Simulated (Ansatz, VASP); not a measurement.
# Two plane-wave programs on BeS

POSCAR

```
BeS
1.0
    0.0000000000      2.4380675047      2.4380675047
    2.4380675047      0.0000000000      2.4380675047
    2.4380675047      2.4380675047      0.0000000000
Be S
1 1
Direct
    0.0000000000      0.0000000000      0.0000000000
    0.7500000000      0.7500000000      0.7500000000
```

The input INCAR.step1:

```
SYSTEM = BeS
  ALGO = Normal
  EDIFF = 1E-5
  ENCUT = 520
  GGA = PE
  ISIF = 2
  ISMEAR = 0
  LASPH = .True.
  LCHARG = .False.
  LREAL = .False.
  LWAVE = .True.
  NBANDS = 11
  NELM = 80
  PREC = Accurate
  SIGMA = 0.02
```

The input INCAR.step2:

```
SYSTEM = BeS
  ALGO = Normal
  EDIFF = 1E-7
  ENCUT = 520
  GGA = PE
  HFSCREEN = 0.2079
  ISIF = 2
  ISMEAR = 0
  ISTART = 1
  LASPH = .True.
  LCHARG = .False.
  LHFCALC = .True.
  LREAL = .False.
  LWAVE = .False.
  NBANDS = 11
  NELM = 80
  PREC = Accurate
  PRECFOCK = Normal
  SIGMA = 0.02
```

The input KPOINTS:

```
k-points
0
Gamma
  6 6 6
  0 0 0
```

Input for Ansatz:

```yaml
crystal:
  lattice:
    - [0.0, 2.4380675047, 2.4380675047]
    - [2.4380675047, 0.0, 2.4380675047]
    - [2.4380675047, 2.4380675047, 0.0]
  atoms:
    - { symbol: Be, position: [0.0, 0.0, 0.0] }
    - { symbol: S, position: [0.75, 0.75, 0.75] }
basis:
  ecutwfc: 420
kpoints:
  mp_grid: { grid: [6, 6, 6] }
  band_path:
    path:
      - [[0.0, 0.0, 0.0], [-0.5, -0.5, 0.0], [-0.375, -0.375, 0.25]]
      - [[-0.375, 0.0, 0.375], [0.0, 0.0, 0.0], [0.0, 0.0, 0.5], [-0.5, -0.25, 0.25], [-0.5, -0.5, 0.0]]
    npoints: 4
hamiltonian:
  xc: hse06
scf:
  occupations: { method: gaussian, width: 0.02 }
output:
  forces: true
  stress: true
  eigenvalues: true
  populations: true
  dos: { projected: true, de: 0.02 }
  bader: false
  write_density: true
  write_potential: true
  elf: true
  volumetric_format: npy
```

Alike in both runs: task single point; functional HSE06; k mesh 6 × 6 × 6; occupations gaussian, width 0.02 eV; no spin polarisation.

|  | VASP | Ansatz |
| --- | --- | --- |
| version | VASP 6.6.1 | Ansatz 0.2.0 |
| potentials or method | VASP PAW PBE potentials, release 64 (Be, S), cutoff 520 eV | scalar-relativistic, plane waves, PAW |
| valence electrons in the cell | 8 | 8 |

VASP gave:

```
gap on the k mesh at the Fermi level (eV) : 4.09
least direct gap on the mesh (eV)         : 6.87
pressure (GPa)                            : -1.5
```

Task: Estimate Ansatz's values.

Result: gap on the k mesh at the Fermi level (eV): 4.10; least direct gap on the mesh (eV): 6.88; pressure (GPa): -1.4.

Ansatz's warnings: stress exchange threshold loose, stress scf threshold loose.
